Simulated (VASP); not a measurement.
Set up this calculation in VASP 6.6.1, as the native input.

```yaml
Task: relaxation of cell and atoms
Functional: PBE
Potentials_or_basis: VASP PAW PBE potentials, release 64 (Ti_sv, Si, Ni)
Cutoff: 600 eV
k_mesh: 4 × 4 × 4
Occupations: gaussian, width 0.1 eV
Spin: no spin polarisation
Dipole_correction: no
Further_INCAR_settings: ALGO = Normal; EDIFF = 1e-07; IBRION = 2; EDIFFG = -0.04; NSW = 90; ISIF = 3
```

The structure of Ti3Si4Ni lies in POSCAR:

```
Ti3Si4Ni
1.0
    4.8028964089      0.0000000000      0.0000000000
    0.0052014849      4.8556108009      0.0000000000
    1.0928030720      0.5838045704      4.8316682761
Ti Si Ni
3 4 1
Direct
    0.3624011987      0.1740492622      0.3563685058
    0.7863054094      0.2583152844      0.6941090943
    0.6948865858      0.6551582846      0.0690637040
    0.6209729448      0.7628497841      0.5739031329
    0.8853947737      0.1332114947      0.1917594178
    0.1547369637      0.6672053430      0.3526226704
    0.2524737234      0.4228852092      0.8656072616
    0.2428284006      0.9263253377      0.8965662133
```

One way to write it, as run:

INCAR

```
PREC     = Accurate       # precision mode
ENCUT    = 600            # plane-wave cutoff, eV
EDIFF    = 1E-7           # SCF threshold, eV
ISMEAR   = 0              # smearing method
SIGMA    = 0.1            # smearing width, eV
LREAL    = False          # projectors in reciprocal space
LASPH    = True           # aspherical terms in the spheres
NELM     = 80             # most SCF steps
ALGO     = Normal         # electronic algorithm
ISIF     = 3              # what is computed and relaxed
LWAVE    = False          # write WAVECAR
LCHARG   = False          # write CHGCAR
GGA      = PE             # functional
IBRION   = 2              # ionic algorithm
NSW      = 90             # ionic steps
EDIFFG   = -0.04          # ionic threshold
```

KPOINTS

```
regular mesh
0
Gamma
  4 4 4
```

Potentials or basis: VASP PAW PBE potentials, release 64 (Ti_sv, Si, Ni).

Launch:

```console
$ cat potpaw_PBE.64/Ti_sv/POTCAR potpaw_PBE.64/Si/POTCAR potpaw_PBE.64/Ni/POTCAR > POTCAR
$ mpirun -np 1 vasp_std > vasp.out
```

Results of the run:

```json
{
 "Relaxed volume": "14.06 Å³/atom",
 "Relaxed cell": "a = 4.796 Å, b = 4.861 Å, c = 4.980 Å, α = 83.18°, β = 77.43°, γ = 89.85°",
 "Space group after relaxing (to 0.05 Å)": "P1 (No. 1)",
 "Energy gained by relaxing": "0.4 meV/atom",
 "Ionic steps": "9",
 "Pressure after relaxing": "0.1 GPa",
 "Largest force after relaxing": "0.033 eV/Å",
 "Band gap on the k mesh": "zero (band 31 reaches 9.94 eV, above the bottom of band 32 at 9.78 eV)"
}
```

Wall time 12 min on 1 thread of Intel(R) Xeon(R) 6975P-C (Granite Rapids), on a shared host, peak memory 0.36 GiB.
